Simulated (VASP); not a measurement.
# Ru (P6_3/mmc) in VASP: relaxation of cell and atoms with PBEsol

Aim: the relaxation of cell and atoms of Ru with PBEsol.

All numbers are computed with VASP 6.6.1; they aren't measurements. Logs are shortened: lines on timing, memory, paths and dates and some standing lists are left out, and cuts for length are marked.

**1. The cell of the first run**

The structure is hexagonal, space group P6_3/mmc (No. 194). Conventional cell: a = 2.668 Å, b = 2.668 Å, c = 8.665 Å, α = 90.00°, β = 90.00°, γ = 120.00°. Ru (site symmetry -3m) has 12 Ru at 2.66 to 2.67 Å within 3.5 Å. Ru (site symmetry -6m2) has 12 Ru at 2.66 to 2.67 Å within 3.5 Å.

**2. Relaxation of cell and atoms, PBEsol**

File INCAR:

```
ALGO = Fast
EDIFF = 1E-6
EDIFFG = -0.01
ENCUT = 600
GGA = PS
IBRION = 2
ISIF = 3
ISMEAR = 0
LASPH = True
LCHARG = False
LREAL = False
LWAVE = False
NELM = 100
NSW = 80
PREC = Accurate
SIGMA = 0.1
```

File KPOINTS:

```
k-points
0
Gamma
  18 18 6
```

File POSCAR:

```
Ru
1.0
    2.6675830602      0.0000000000      0.0000000000
   -1.3337915301      2.3101946969      0.0000000000
    0.0000000000      0.0000000000      8.6647470537
Ru
4
Direct
    0.0000000000      0.0000000000      0.0000000000
    0.3333333333      0.6666666667      0.2500000000
    0.0000000000      0.0000000000      0.5000000000
    0.6666666667      0.3333333333      0.7500000000
```

Potentials or basis: VASP PAW PBE potentials, release 64 (Ru_pv).

Started as:

```bash
$ cat potpaw_PBE.64/Ru_pv/POTCAR > POTCAR
$ mpirun -np 1 vasp_std > vasp.out
```

OUTCAR:

```text
EDIFF = 1E-6
   EDIFFG = -0.01
   ENCUT = 600
   GGA = PS
   IBRION = 2
   ISIF = 3
   ISMEAR = 0
   LASPH = True
   LREAL = False
   NELM = 100
   NSW = 80
   PREC = Accurate

 ion  position               nearest neighbor table
   1  0.000  0.000  0.000-   2 2.66   4 2.66   4 2.66   2 2.66   4 2.66   2 2.66
   2  0.333  0.667  0.250-   1 2.66   3 2.66   1 2.66   3 2.66   1 2.66   3 2.66
   3  0.000  0.000  0.500-   2 2.66   4 2.66   4 2.66   2 2.66   4 2.66   2 2.66
   4  0.667  0.333  0.750-   1 2.66   3 2.66   1 2.66   3 2.66   1 2.66   3 2.66

  LATTYP: Found a hexagonal cell.
 ALAT       =     2.6675830602
 C/A-ratio  =     3.2481639215

  Lattice vectors:

 A1 = (   2.6675830602,   0.0000000000,   0.0000000000)
 A2 = (  -1.3337915301,   2.3101946969,   0.0000000000)
 A3 = (   0.0000000000,   0.0000000000,   8.6647470537)

Analysis of symmetry for initial positions (statically):
=====================================================================
 Subroutine PRICEL returns:
 Original cell was already a primitive cell.

 Routine SETGRP: Setting up the symmetry group for a
 hexagonal supercell.

 Subroutine GETGRP returns: Found 24 space group operations
 (whereof 12 operations were pure point group operations)
 out of a pool of 24 trial point group operations.

The static configuration has the point symmetry D_3d.
 The point group associated with its full space group is D_6h.

Analysis of symmetry for dynamics (positions and initial velocities):
=====================================================================
 Subroutine PRICEL returns:
 Original cell was already a primitive cell.

 Routine SETGRP: Setting up the symmetry group for a
 hexagonal supercell.

 Subroutine GETGRP returns: Found 24 space group operations
 (whereof 12 operations were pure point group operations)
 out of a pool of 24 trial point group operations.

The dynamic configuration has the point symmetry D_3d.
 The point group associated with its full space group is D_6h.

 Subroutine INISYM returns: Found 24 space group operations
 (whereof 12 operations are pure point group operations),
 and found     1 'primitive' translations

----------------------------------------------------------------------------------------

                                     Primitive cell

  volume of cell :      53.3977

  direct lattice vectors                    reciprocal lattice vectors
     2.667583060  0.000000000  0.000000000     0.374871176  0.216431975  0.000000000
    -1.333791530  2.310194697  0.000000000     0.000000000  0.432863949  0.000000000
     0.000000000  0.000000000  8.664747054     0.000000000  0.000000000  0.115410178

  length of vectors
     2.667583060  2.667583060  8.664747054     0.432863949  0.432863949  0.115410178

  position of ions in fractional coordinates (direct lattice)
     0.000000000  0.000000000  0.000000000
     0.333333333  0.666666667  0.250000000
     0.000000000  0.000000000  0.500000000
     0.666666667  0.333333333  0.750000000

  ion indices of the primitive-cell ions
   primitive index   ion index
                 1           1
                 2           2
                 3           3
                 4           4

----------------------------------------------------------------------------------------

 KPOINTS: k-points

Automatic generation of k-mesh.
 Grid dimensions read from file:
 generate k-points for:   18   18    6

 Generating k-lattice:

  Cartesian coordinates                     Fractional coordinates (reciprocal lattice)
     0.020826176  0.012023999  0.000000000     0.055555556  0.000000000  0.000000000
     0.000000000  0.024047997  0.000000000     0.000000000  0.055555556  0.000000000
     0.000000000  0.000000000  0.019235030     0.000000000  0.000000000  0.166666667

  Length of vectors
     0.024047997  0.024047997  0.019235030

  Shift w.r.t. Gamma in fractional coordinates (k-lattice)
     0.000000000  0.000000000  0.000000000

 Subroutine IBZKPT returns following result:
 ===========================================

 Found    148 irreducible k-points:

 Following reciprocal coordinates:
            Coordinates               Weight
  0.000000  0.000000  0.000000      1.000000
  0.055556  0.000000  0.000000      6.000000
  0.111111  0.000000  0.000000      6.000000
  0.166667 -0.000000  0.000000      6.000000
  0.222222  0.000000  0.000000      6.000000
  0.277778  0.000000  0.000000      6.000000
[... 16 lines left out ...]
  0.333333  0.111111  0.000000     12.000000
  0.388889  0.111111  0.000000     12.000000
 [... further k-points ...]
   k-points           NKPTS =    148   k-points in BZ     NKDIM =    148   number of bands    NBANDS=     33
   number of dos      NEDOS =    301   number of ions     NIONS =      4
   total plane-waves  NPLWV =  40320
   dimension x,y,z NGX =    24 NGY =   24 NGZ =   70
   dimension x,y,z NGXF=    48 NGYF=   48 NGZF=  140
   ions per type =               4
   NGX,Y,Z   is equivalent  to a cutoff of  14.96, 14.96, 13.43 a.u.
   NGXF,Y,Z  is equivalent  to a cutoff of  29.91, 29.91, 26.86 a.u.
 SYSTEM =  unknown system
   PREC   = accura    normal or accurate (medium, high low for compatibility)
   ISTART =      0    job   : 0-new  1-cont  2-samecut
   ICHARG =      2    charge: 1-file 2-atom 10-const
   ISPIN  =      1    spin polarized calculation?
   LNONCOLLINEAR =      F non collinear calculations
   LSORBIT =      F    spin-orbit coupling
   LASPH  =      T    aspherical Exc in radial PAW
   ENCUT  =  600.0 eV  44.10 Ry    6.64 a.u.   5.33  5.33 17.31*2*pi/ulx,y,z
   NELM   =    100;   NELMIN=  2; NELMDL= -5     # of ELM steps
   EDIFF  = 0.1E-05   stopping-criterion for ELM
   LREAL  =      F    real-space projection
   EDIFFG = -.1E-01   stopping-criterion for IOM
   NSW    =     80    number of steps for IOM
   IBRION =      2    ionic relax: 0-MD 1-quasi-New 2-CG
   NFREE  =      1    steps in history (QN), initial steepest desc. (CG)
   ISIF   =      3    stress and relaxation
   ISYM   =      2    0-nonsym 1-usesym 2-fastsym
   POTIM  = 0.5000    time-step for ionic-motion
   TEBEG  =    0.0;   TEEND  =   0.0 temperature during run
   PSTRESS=    0.0 pullay stress
   NELECT =      56.0000    total number of electrons
   NUPDOWN=      -1.0000    fix difference up-down
   EMIN   =  10.00;   EMAX   =-10.00  energy-range for DOS
   EFERMI =   0.00;   METHOD = LEGACY
   ISMEAR =     0;   SIGMA  =   0.10  broadening in eV -4-tet -1-fermi 0-gaus
   EFERMI_NEDOS =   21; number of points for ismear=-14 and -15
   IALGO  =     68    algorithm
   IMIX   =      4    mixing-type and parameters
     AMIX     =   0.40;   BMIX     =  1.00
     AMIX_MAG =   1.60;   BMIX_MAG =  1.00
  volume/ion in A,a.u.               =      13.35        90.09
  Fermi-wavevector in a.u.,A,eV,Ry     =   1.663272  3.143129 37.640176  2.766475
  Thomas-Fermi vector in A             =   2.750018
   LORBIT       =      0    0 simple, 1 ext, 2 COOP (PROOUT), +10 PAW based schemes
   GGA     = PS    functional components
   LHFCALC =     F    Hartree Fock is set to
   AEXX    =    0.0000 exact exchange contribution
   IVDW    =     0    specifies the selected vdW correction
   LEPSILON=     F    determine dielectric tensor
   LRPA    =     F    only Hartree local field effects (RPA)
 conjugate gradient relaxation of ions
 non-spin polarized calculation
 RMM-DIIS sequential band-by-band and
 Gauss-broadening in eV      SIGMA  =   0.10
  energy-cutoff  :      600.00
  volume of cell :       53.40
 maximum number of plane-waves:      1811
 NGX is ok and might be reduce to    24
   NGX = 11   NGY = 11   NGZ = 35

--------------------------------------- Ionic step        1  -------------------------------------------

 number of electron      55.9999987 magnetization

 Free energy of the ion-electron system (eV)
  ---------------------------------------------------
  ext. energy  EPLUGINS =         0.00000000
  ---------------------------------------------------
  free energy    TOTEN  =       -40.35782269 eV

  energy without entropy =      -40.34044624  energy(sigma->0) =      -40.34913446

------------------------ aborting loop because EDIFF is reached ----------------------------------------

  FORCE on cell =-STRESS in cart. coord.  units (eV):
  Direction    XX          YY          ZZ          XY          YZ          ZX
  --------------------------------------------------------------------------------------
  -------------------------------------------------------------------------------------
  Total        0.5722345      0.5722345     -0.8462012     -0.0000000      0.0000000     -0.0000000
  in kB       17.1696814     17.1696814    -25.3899473     -0.0000000      0.0000000     -0.0000000
  external PRESSURE =       2.9831385 kB  Pullay stress =       0.0000000 kB
[... 137 lines left out ...]
  energy  without entropy=      -40.3437457135  energy(sigma->0) =      -40.35265014

--------------------------------------- Ionic step        5  -------------------------------------------

 number of electron      55.9999988 magnetization

 Free energy of the ion-electron system (eV)
  ---------------------------------------------------
  ext. energy  EPLUGINS =         0.00000000
  ---------------------------------------------------
  free energy    TOTEN  =       -40.36185107 eV

  energy without entropy =      -40.34399087  energy(sigma->0) =      -40.35292097

 E-fermi :  12.9627     XC(G=0): -14.3789

 val. band max:       12.9592692859   @ k =   0.3889  -0.0000   0.0000
 cond. band min:      12.9646716465   @ k =   0.3333   0.0556   0.3333
 fundamental gap:      0.0054023606
 Fermi energy:        12.9626767939

 k-point     1 :       0.0000    0.0000    0.0000
  band No.  band energies     occupation
      1     -30.6233      2.00000
      2     -30.0829      2.00000
      3     -30.0254      2.00000
      4     -29.6405      2.00000
      5     -29.6405      2.00000
      6     -29.5747      2.00000
[... 853 lines left out ...]
     32      15.0504      0.00000
     33      16.3849      0.00000

 [... further k-points ...]

------------------------ aborting loop because EDIFF is reached ----------------------------------------

  FORCE on cell =-STRESS in cart. coord.  units (eV):
  Direction    XX          YY          ZZ          XY          YZ          ZX
  --------------------------------------------------------------------------------------
  -------------------------------------------------------------------------------------
  Total       -0.0275233     -0.0275233     -0.0102317     -0.0000000     -0.0000000     -0.0000000
  in kB       -0.8251279     -0.8251279     -0.3067396     -0.0000000     -0.0000000     -0.0000000
  external PRESSURE =      -0.6523318 kB  Pullay stress =       0.0000000 kB
[... 19 lines left out ...]
  FREE ENERGIE OF THE ION-ELECTRON SYSTEM (eV)
  ---------------------------------------------------
  free  energy   TOTEN  =       -40.3618510688 eV

  energy  without entropy=      -40.3439908740  energy(sigma->0) =      -40.35292097

 reached required accuracy - stopping structural energy minimisation
```

It took 22 min on 1 thread of Intel Xeon 8259CL, shared host; peak memory 0.37 GiB.

What came out:

```yaml
Free_energy: -40.3619 eV
Relaxed_volume: 13.36 Å³/atom
Relaxed_cell: a = 2.676 Å, b = 2.676 Å, c = 8.618 Å, α = 90.00°, β = 90.00°, γ = 120.00°
Space_group_after_relaxing_to_0.1_Å: P6_3/mmc (No. 194)
Energy_gained_by_relaxing: 1.0 meV/atom
Ionic_steps: 5
Pressure_after_relaxing: -0.1 GPa
Band_gap_on_the_k_mesh: zero (bands 28 and 29 overlap by 3.05 eV)
```

The path:
| step | energy change (eV) | largest force (eV/Å) | pressure (GPa) | volume (Å³) |
| --- | --- | --- | --- | --- |
| 1 | 0.0000 | 0.0000 | 0.30 | 53.40 |
| 2 | 0.0005 | 0.0000 | -0.89 | 53.58 |
| 3 | -0.0040 | 0.0000 | -0.29 | 53.49 |
| 4 | -0.0037 | 0.0000 | 0.83 | 53.33 |
| 5 | -0.0040 | 0.0000 | -0.07 | 53.44 |

Final structure:
```yaml
crystal:
  lattice:
    - [2.67596, 0.00000, 0.00000]
    - [-1.33798, 2.31745, 0.00000]
    - [0.00000, 0.00000, 8.61787]
  atoms:
    - { symbol: Ru, position: [0.00000, 0.00000, 0.00000] }
    - { symbol: Ru, position: [0.33333, 0.66667, 0.25000] }
    - { symbol: Ru, position: [0.00000, 0.00000, 0.50000] }
    - { symbol: Ru, position: [0.66667, 0.33333, 0.75000] }
```

Caveat: the PAW data sets were made with another functional, which shifts forces and pressure a little.
